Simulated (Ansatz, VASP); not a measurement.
## Li2O in VASP and in Ansatz

```
Li O
1.0
     0.00000    2.31204    2.31204
     2.31204    0.00000    2.31204
     2.31204    2.31204    0.00000
Li O
2 1
Direct
  0.75000 0.75000 0.75000
  0.25000 0.25000 0.25000
  0.00000 0.00000 0.00000
```

Change from the starting cell: species swapped into the Ba2N type (R-3m, No. 166).

Alike in both runs: task single point; functional PBE; k mesh 6 × 6 × 6; occupations gaussian, width 0.1 eV; no spin polarisation.

|  | VASP | Ansatz |
| --- | --- | --- |
| version | VASP 6.6.1 | Ansatz 0.2.0 |
| potentials or method | VASP PAW PBE potentials, release 64 (Li_sv, O), cutoff 750 eV | scalar-relativistic, plane waves, PAW |
| valence electrons in the cell | 12 | 12 |

|  | VASP | Ansatz | Ansatz less VASP |
| --- | --- | --- | --- |
| gap on the k mesh at the Fermi level (eV) | 4.97 | 4.99 | +0.013 |
| least direct gap on the mesh (eV) | 5.24 | 5.24 | 0.000 |
| pressure (GPa) | -0.2 | 0.1 | +0.34 |
